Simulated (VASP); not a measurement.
Crystal: BaTiO3.

```xyz
5
Lattice="2.8277 1.6326 2.3177 -2.8277 1.6326 2.3177 0.0000 -3.2651 2.3177" Properties=species:S:1:pos:R:3 pbc="T T T"
Ba    0.0000    0.0000    0.0000
Ti    0.0000    0.0000    3.5739
O     0.0000   -1.5996    4.5536
O    -1.3853    0.7998    4.5536
O     1.3853    0.7998    4.5536
```

Base run:

| Item | Value |
| --- | --- |
| Program | VASP 6.6.1 |
| Functional | PBE |
| Potentials or basis | VASP PAW PBE potentials, release 64 (Ba_sv, Ti_sv, O_h) |
| Cutoff | 910 eV |
| k mesh | 6 × 6 × 6 |
| Occupations | gaussian, width 0.02 eV |
| Spin | no spin polarisation |

Its results: band gap on the k mesh 2.36 eV, indirect (least direct gap 2.74 eV); pressure 6.4 GPa; largest force 0.197 eV/Å.

Q: The run is repeated on the same cell with these changes: potentials or basis from VASP PAW PBE potentials, release 64 (Ba_sv, Ti_sv, O_h) to VASP PAW PBE potentials, release 64 (Ba_sv, Ti_sv, O); cutoff from 910 eV to 520 eV. What comes out?

A: Band gap on the k mesh 2.35 eV, indirect (least direct gap 2.74 eV); pressure 6.8 GPa; largest force 0.213 eV/Å.

Caveats: spin-orbit coupling is left out, which moves the levels of the heavy elements; the cutoff is under 1.25 times the usual one of these potentials, so pressure, stress and relaxed cells hold a basis-set (Pulay) error (some runs).

A k mesh can miss the band edges.
